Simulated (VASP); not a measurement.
Input of a VASP 6.6.1 run:

INCAR

```
SYSTEM = B5Pt
PREC     = Accurate       ! precision mode
ENCUT    = 600            ! plane-wave cutoff, eV
EDIFF    = 1E-6           ! SCF threshold, eV
ISMEAR   = 0              ! smearing method
SIGMA    = 0.1            ! smearing width, eV
LREAL    = .FALSE.        ! projectors in reciprocal space
LASPH    = .TRUE.         ! aspherical terms in the spheres
NELM     = 60             ! most SCF steps
ALGO     = Normal         ! electronic algorithm
ISIF     = 3              ! what is computed and relaxed
LWAVE    = .FALSE.        ! write WAVECAR
LCHARG   = .FALSE.        ! write CHGCAR
GGA      = PE             ! functional
IBRION   = 2              ! ionic algorithm
NSW      = 90             ! ionic steps
EDIFFG   = -0.04          ! ionic threshold
```

Contents of KPOINTS:

```
regular mesh
0
G
  6 6 8
  0 0 0
```

POSCAR

```
B5Pt
1.0
    5.6649731394      0.0000000000      0.0000000000
   -2.8324865697      4.9060106505      0.0000000000
    0.0000000000      0.0000000000      2.3733545749
B Pt
5 1
Direct
    0.3333333333      0.6666666667      0.5000000000
    0.6666666667      0.3333333333      0.5000000000
    0.5000000000      0.0000000000      0.5000000000
    0.0000000000      0.5000000000      0.5000000000
    0.5000000000      0.5000000000      0.5000000000
    0.0000000000      0.0000000000      0.0000000000
```

Potentials or basis: VASP PAW PBE potentials, release 64 (B, Pt).

Command:

```sh
$ cat potpaw_PBE.64/B/POTCAR potpaw_PBE.64/Pt/POTCAR > POTCAR
$ mpirun -np 1 vasp_std > vasp.out
```

Problem. Predict the relaxed cell.

Solution. a = 5.646 Å, b = 5.646 Å, c = 2.399 Å, α = 90.00°, β = 90.00°, γ = 120.00°.

Problem. Estimate the space group after relaxing (to 0.05 Å).

Solution. P6/mmm (No. 191).

Final structure:
```
CELL_PARAMETERS angstrom
5.64564 0.00000 0.00000
-2.82282 4.88927 0.00000
0.00000 0.00000 2.39879
ATOMIC_POSITIONS crystal
B 0.33333 0.66667 0.50000
B 0.66667 0.33333 0.50000
B 0.50000 0.00000 0.50000
B 0.00000 0.50000 0.50000
B 0.50000 0.50000 0.50000
Pt 0.00000 0.00000 0.00000
```
